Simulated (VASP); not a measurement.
# Al2Ru (Fddd) in VASP: a series of runs

Runs on Al2Ru. Level: PBEsol. Tasks: single point.

All numbers are computed with VASP 6.6.1; they aren't measurements. Logs are shortened: lines on timing, memory, paths and dates and some standing lists are left out, and cuts for length are marked.

## Step 1: The cell of the first run

Symmetry: Fddd, No. 70, orthorhombic system. The conventional cell has a = 4.701 Å, b = 7.975 Å, c = 8.639 Å, α = 90.00°, β = 90.00°, γ = 90.00°. Within 3.3 Å of Al (site symmetry 2) lie 5 Ru at 2.54 to 2.72 Å and 9 Al at 2.57 to 3.17 Å. Ru (site symmetry 222) has 10 Al at 2.54 to 2.72 Å and 4 Ru at 3.17 Å within 3.3 Å.

## Step 2: Single point, PBEsol (strain +0.000 along x and y, -0.015 along z)

The input, INCAR:

```
SYSTEM = Al2Ru
PREC = Accurate
ENCUT = 520
EDIFF = 1E-6
ISMEAR = 0
SIGMA = 0.03
LREAL = .FALSE.
LASPH = .TRUE.
NELM = 60
ALGO = Normal
ISIF = 2
LWAVE = .FALSE.
LCHARG = .FALSE.
GGA = PS
NBANDS = 29
```

The input, KPOINTS:

```
regular mesh
0
G
  10 10 10
  0 0 0
```

The input, POSCAR:

```
Al2Ru
1.0
    0.0000000000      3.9876480406      4.3193031585
    2.3505690924      0.0000000000      4.3193031585
    2.3505690924      3.9876480406      0.0000000000
Al Ru
4 2
Direct
    0.0789481736      0.4210518264      0.0789481736
    0.4210518264      0.0789481736      0.4210518264
    0.1710518264      0.8289481736      0.1710518264
    0.8289481736      0.1710518264      0.8289481736
    0.7500000000      0.7500000000      0.7500000000
    0.5000000000      0.5000000000      0.5000000000
```

Potentials or basis: VASP PAW PBE potentials, release 64 (Al, Ru_pv).

Launch:

```bash
cat potpaw_PBE.64/Al/POTCAR potpaw_PBE.64/Ru_pv/POTCAR > POTCAR
mpirun -np 1 vasp_std > vasp.out
```

OUTCAR:

```text
SYSTEM = Al2Ru
   PREC = Accurate
   ENCUT = 520
   EDIFF = 1E-6
   ISMEAR = 0
   LREAL = .FALSE.
   LASPH = .TRUE.
   NELM = 60
   ISIF = 2
   GGA = PS

 ion  position               nearest neighbor table
   1  0.079  0.421  0.079-   6 2.54   6 2.54   3 2.57   3 2.57   5 2.62   2 2.67   2 2.67   5 2.72
                             5 2.72   2 2.73   4 3.17   4 3.17   4 3.17   4 3.17
   2  0.421  0.079  0.421-   6 2.54   6 2.54   4 2.57   4 2.57   5 2.62   1 2.67   1 2.67   5 2.72
                             5 2.72   1 2.73   3 3.17   3 3.17   3 3.17   3 3.17
   3  0.171  0.829  0.171-   5 2.54   5 2.54   1 2.57   1 2.57   6 2.62   4 2.67   4 2.67   6 2.72
                             6 2.72   4 2.73   2 3.17   2 3.17   2 3.17   2 3.17
   4  0.829  0.171  0.829-   5 2.54   5 2.54   2 2.57   2 2.57   6 2.62   3 2.67   3 2.67   6 2.72
                             6 2.72   3 2.73   1 3.17   1 3.17   1 3.17   1 3.17
   5  0.750  0.750  0.750-   4 2.54   3 2.54   4 2.54   3 2.54   1 2.62   2 2.62   2 2.72   2 2.72
                             1 2.72   1 2.72   6 3.17   6 3.17   6 3.17   6 3.17
   6  0.500  0.500  0.500-   1 2.54   2 2.54   1 2.54   2 2.54   3 2.62   4 2.62   3 2.72   3 2.72
                             4 2.72   4 2.72   5 3.17   5 3.17   5 3.17   5 3.17

  LATTYP: Found a face centered orthorhombic cell.
 ALAT       =     4.7011381848
 B/A-ratio  =     1.6964606799
 C/A-ratio  =     1.8375563486

  Lattice vectors:

 A1 = (   0.0000000000,   3.9876480406,   4.3193031585)
 A2 = (   2.3505690924,   0.0000000000,   4.3193031585)
 A3 = (   2.3505690924,   3.9876480406,   0.0000000000)

Analysis of symmetry for initial positions (statically):
=====================================================================
 Subroutine PRICEL returns:
 Original cell was already a primitive cell.

 Routine SETGRP: Setting up the symmetry group for a
 face centered orthorhombic supercell.

 Subroutine GETGRP returns: Found  8 space group operations
 (whereof  4 operations were pure point group operations)
 out of a pool of  8 trial point group operations.

The static configuration has the point symmetry D_2 .
 The point group associated with its full space group is D_2h.

Analysis of symmetry for dynamics (positions and initial velocities):
=====================================================================
 Subroutine PRICEL returns:
 Original cell was already a primitive cell.

 Routine SETGRP: Setting up the symmetry group for a
 face centered orthorhombic supercell.

 Subroutine GETGRP returns: Found  8 space group operations
 (whereof  4 operations were pure point group operations)
 out of a pool of  8 trial point group operations.

[... 115 lines left out ...]
   ISIF   =      2    stress and relaxation
   ISYM   =      2    0-nonsym 1-usesym 2-fastsym
   POTIM  = 0.5000    time-step for ionic-motion
   TEBEG  =    0.0;   TEEND  =   0.0 temperature during run
   PSTRESS=    0.0 pullay stress
   NELECT =      40.0000    total number of electrons
   NUPDOWN=      -1.0000    fix difference up-down
   EMIN   =  10.00;   EMAX   =-10.00  energy-range for DOS
   EFERMI =   0.00;   METHOD = LEGACY
   ISMEAR =     0;   SIGMA  =   0.03  broadening in eV -4-tet -1-fermi 0-gaus
   EFERMI_NEDOS =   21; number of points for ismear=-14 and -15
   IALGO  =     38    algorithm
   IMIX   =      4    mixing-type and parameters
     AMIX     =   0.40;   BMIX     =  1.00
     AMIX_MAG =   1.60;   BMIX_MAG =  1.00
  volume/ion in A,a.u.               =      13.50        91.07
  Fermi-wavevector in a.u.,A,eV,Ry     =   1.294147  2.445583 22.787266  1.674817
  Thomas-Fermi vector in A             =   2.425748
   LORBIT       =      0    0 simple, 1 ext, 2 COOP (PROOUT), +10 PAW based schemes
   GGA     = PS    functional components
   LHFCALC =     F    Hartree Fock is set to
   AEXX    =    0.0000 exact exchange contribution
   IVDW    =     0    specifies the selected vdW correction
   LEPSILON=     F    determine dielectric tensor
   LRPA    =     F    only Hartree local field effects (RPA)
 non-spin polarized calculation
 Gauss-broadening in eV      SIGMA  =   0.03
  energy-cutoff  :      520.00
  volume of cell :       80.97
 maximum number of plane-waves:      2208
 NGX is ok and might be reduce to    48
   NGX = 21   NGY = 19   NGZ = 17

 number of electron      39.9999999 magnetization

 Free energy of the ion-electron system (eV)
  ---------------------------------------------------
  ext. energy  EPLUGINS =         0.00000000
  ---------------------------------------------------
  free energy    TOTEN  =       -40.80617867 eV

  energy without entropy =      -40.80617866  energy(sigma->0) =      -40.80617866

 E-fermi :  10.8651     XC(G=0): -12.0910

 val. band max:       10.7800151592   @ k =   0.0000   0.0000   0.0000
 cond. band min:      10.9535843180   @ k =   0.0000   0.3000   0.3000
 fundamental gap:      0.1735691589
 Fermi energy:        10.8650859713

 k-point     1 :       0.0000    0.0000    0.0000
  band No.  band energies     occupation
      1     -31.8523      2.00000
      2     -31.7642      2.00000
      3     -31.7598      2.00000
      4     -31.7135      2.00000
      5     -31.7007      2.00000
      6     -31.6886      2.00000
[... 757 lines left out ...]
     28      15.7708      0.00000
     29      16.9458      0.00000

 [... further k-points ...]

------------------------ aborting loop because EDIFF is reached ----------------------------------------

  FORCE on cell =-STRESS in cart. coord.  units (eV):
  Direction    XX          YY          ZZ          XY          YZ          ZX
  --------------------------------------------------------------------------------------
  -------------------------------------------------------------------------------------
  Total        0.8869670      0.7351176      3.2259850      0.0000000      0.0000000      0.0000000
  in kB       17.5502999     14.5456741     63.8321398      0.0000000      0.0000000      0.0000000
  external PRESSURE =      31.9760380 kB  Pullay stress =       0.0000000 kB

 VOLUME and BASIS-vectors are now :
 -----------------------------------------------------------------------------
  energy-cutoff  :      520.00
  volume of cell :       80.97
      direct lattice vectors                 reciprocal lattice vectors
     0.000000000  3.987648041  4.319303159    -0.212714445  0.125387194  0.115759413
     2.350569092  0.000000000  4.319303159     0.212714445 -0.125387194  0.115759413
     2.350569092  3.987648041  0.000000000     0.212714445  0.125387194 -0.115759413

 POSITION                                       TOTAL-FORCE (eV/Angst)
 -----------------------------------------------------------------------------------
      1.17528      0.62964      2.15965         0.000000     -0.025204      0.000000
      1.17528      3.35801      2.15965         0.000000      0.025204      0.000000
      2.35057      1.36419      4.31930         0.000000      0.025204      0.000000
      2.35057      6.61111      4.31930         0.000000     -0.025204      0.000000
      3.52585      5.98147      6.47895        -0.000000     -0.000000     -0.000000
      2.35057      3.98765      4.31930         0.000000      0.000000      0.000000
 -----------------------------------------------------------------------------------
    total drift:                               -0.000000     -0.000000     -0.000000

  FREE ENERGIE OF THE ION-ELECTRON SYSTEM (eV)
  ---------------------------------------------------
  free  energy   TOTEN  =       -40.8061786669 eV

  energy  without entropy=      -40.8061786558  energy(sigma->0) =      -40.80617866
```

Run time: 3.6 min. Hardware: 1 thread of Intel Xeon 6975P-C (Granite Rapids), shared host; peak memory 0.47 GiB.

What came out:

```
Free energy   : -40.8062 eV
Pressure      : 3.2 GPa
Largest force : 0.025 eV/Å
```

Forces on the atoms (eV/Å):
```
Al   0.000 -0.025  0.000
Al   0.000  0.025  0.000
Al   0.000  0.025  0.000
Al   0.000 -0.025  0.000
Ru   0.000  0.000  0.000
Ru   0.000  0.000  0.000
```

Caveat: the cell differs from its parent crystal (strain +0.000 along x and y, -0.015 along z); the cell stands under pressure; the PAW data sets were made with another functional, which shifts forces and pressure a little.

## Step 3: Single point, PBEsol (strain +0.030 along x and y, -0.015 along z)

The input, INCAR:

```
SYSTEM = Al2Ru
ALGO = Normal ; EDIFF = 1E-6
ENCUT = 520 ; GGA = PS
ISIF = 2 ; ISMEAR = 0
LASPH = .TRUE. ; LCHARG = .TRUE.
LELF = .TRUE. ; LREAL = .FALSE.
LVHAR = .TRUE. ; LWAVE = .FALSE.
NBANDS = 29 ; NELM = 60
PREC = Accurate ; SIGMA = 0.03
```

The input, KPOINTS:

```
k-points
0
G
  10 10 10
  0 0 0
```

Changes to POSCAR since step 2:

```diff
@@ -2,5 +2,5 @@
 1.0
-    0.0000000000      3.9876480406      4.3193031585
-    2.3505690924      0.0000000000      4.3193031585
-    2.3505690924      3.9876480406      0.0000000000
+    0.0000000000      4.1072774818      4.3193031585
+    2.4210861652      0.0000000000      4.3193031585
+    2.4210861652      4.1072774818      0.0000000000
 Al Ru
```

Potentials or basis: VASP PAW PBE potentials, release 64 (Al, Ru_pv).

Launch:

```bash
cat potpaw_PBE.64/Al/POTCAR potpaw_PBE.64/Ru_pv/POTCAR > POTCAR
mpirun -np 1 vasp_std > vasp.out
```

Wall time 12 min (1 thread of Oxide Virtual Turin-like, shared host); peak memory 0.45 GiB.

It converged, with:

* Free energy: -40.6723 eV
* Pressure: -6.3 GPa
* Largest force: 0.187 eV/Å

Forces in eV/Å, atoms in the order of the input:
```
Al   0.000 -0.187  0.000
Al   0.000  0.187  0.000
Al   0.000  0.187  0.000
Al   0.000 -0.187  0.000
Ru   0.000  0.000  0.000
Ru   0.000  0.000  0.000
```

Stress tensor (GPa, compression positive):
```
-10.09   0.00   0.00
  0.00  -9.18   0.00
  0.00   0.00   0.47
```

Levels at points of the mesh, in eV from the Fermi level:
```csv
k point,band 17,band 18,band 19,band 20,band 21,band 22,band 23,band 24
"(0.00, 0.00, 0.00)",-1.97,-1.39,-1.02,-0.13,1.81,2.27,2.34,2.34
"(0.50, 0.00, 0.00)",-1.97,-1.94,-0.99,-0.75,0.39,0.86,1.64,3.29
"(0.50, 0.50, 0.00)",-1.47,-1.47,-1.31,-1.31,2.03,2.03,2.38,2.38
"(0.50, 0.00, 0.50)",-2.05,-2.05,-1.24,-1.24,1.84,1.84,2.69,2.69
"(0.00, 0.50, 0.50)",-2.33,-2.33,-1.10,-1.10,0.36,0.36,4.71,4.71
```

Caveat: the cell differs from its parent crystal (strain +0.030 along x and y, -0.015 along z); the stress differs along the axes, from -10 to 0 GPa; the PAW data sets were made with another functional, which shifts forces and pressure a little.

## Step 4: Single point, PBEsol (strain +0.015 along x and y, +0.015 along z)

The input, INCAR:

```
PREC = Accurate
ENCUT = 520
EDIFF = 1E-7
ISMEAR = 0
SIGMA = 0.03
LREAL = False
LASPH = True
NELM = 60
ALGO = Normal
ISIF = 2
LWAVE = False
LCHARG = True
GGA = PS
LELF = True
LVHAR = True
NBANDS = 29
```

The input, KPOINTS:

```
Automatic mesh
0
Gamma
  10 10 10
```

Changes to POSCAR since step 3:

```diff
@@ -2,5 +2,5 @@
 1.0
-    0.0000000000      4.1072774818      4.3193031585
-    2.4210861652      0.0000000000      4.3193031585
-    2.4210861652      4.1072774818      0.0000000000
+    0.0000000000      4.0474627612      4.4508555389
+    2.3858276288      0.0000000000      4.4508555389
+    2.3858276288      4.0474627612      0.0000000000
 Al Ru
```

Launch:

```bash
cat potpaw_PBE.64/Al/POTCAR potpaw_PBE.64/Ru_pv/POTCAR > POTCAR
mpirun -np 1 vasp_std > vasp.out
```

Wall time 13 min (1 thread of Oxide Virtual Turin-like, shared host); peak memory 0.45 GiB.

Results (log left out):

```
Free energy   : -40.7441 eV
Pressure      : -7.3 GPa
Largest force : 0.059 eV/Å
```

Forces in eV/Å, atoms in the order of the input:
```
Al   0.000 -0.059  0.000
Al   0.000  0.059  0.000
Al   0.000  0.059  0.000
Al   0.000 -0.059  0.000
Ru   0.000  0.000  0.000
Ru   0.000  0.000  0.000
```

Stress tensor (GPa, compression positive):
```
-7.43  0.00  0.00
 0.00 -6.68  0.00
 0.00  0.00 -7.79
```

Levels at points of the mesh, in eV from the Fermi level:
| k point | band 16 | band 17 | band 18 | band 19 | band 20 | band 21 | band 22 | band 23 | band 24 | band 25 |
| --- | --- | --- | --- | --- | --- | --- | --- | --- | --- | --- |
| (0.00, 0.00, 0.00) | -2.86 | -1.94 | -1.23 | -1.21 | -0.03 | 1.55 | 2.20 | 2.23 | 2.45 | 2.65 |
| (0.50, 0.00, 0.00) | -2.41 | -2.08 | -2.04 | -1.11 | -0.87 | 0.28 | 0.67 | 1.66 | 3.13 | 4.10 |
| (0.50, 0.50, 0.00) | -2.29 | -1.53 | -1.53 | -1.34 | -1.34 | 2.13 | 2.13 | 2.32 | 2.32 | 3.50 |
| (0.50, 0.00, 0.50) | -2.68 | -2.22 | -2.22 | -1.39 | -1.39 | 1.64 | 1.64 | 2.24 | 2.24 | 3.02 |
| (0.00, 0.50, 0.50) | -2.73 | -2.39 | -2.39 | -1.23 | -1.23 | 0.29 | 0.29 | 4.53 | 4.53 | 4.57 |

Caveat: the cell differs from its parent crystal (strain +0.015 along x and y, +0.015 along z); the cell stands under tension; the PAW data sets were made with another functional, which shifts forces and pressure a little.

## Step 5: Summary

| cell | pressure (GPa) | largest force (eV/Å) |
| --- | --- | --- |
| a = 5.879, b = 4.917, c = 4.629 Å, angles 76.0, 54.2, 49.8°, 6 atoms | 3.2 | 0.03 |
| a = 5.960, b = 4.952, c = 4.768 Å, angles 75.6, 53.6, 50.8°, 6 atoms | -6.3 | 0.19 |
| a = 6.016, b = 5.050, c = 4.698 Å, angles 76.1, 54.6, 49.3°, 6 atoms | -7.3 | 0.06 |

Alike in all rows: task single point; level PBEsol; potentials or basis VASP PAW PBE potentials, release 64 (Al, Ru_pv); no spin polarisation; k mesh 10 × 10 × 10; cutoff (eV) 520; smearing gaussian 0.03 eV.

Caveats: the PAW data sets were made with another functional, which shifts forces and pressure a little; the cell stands under pressure (at least some runs); the stress differs along the axes, from -10 to 0 GPa (at least some runs); the cell stands under tension (at least some runs).

Total energies depend on the potentials used, so only differences within one code and one set of settings carry meaning.
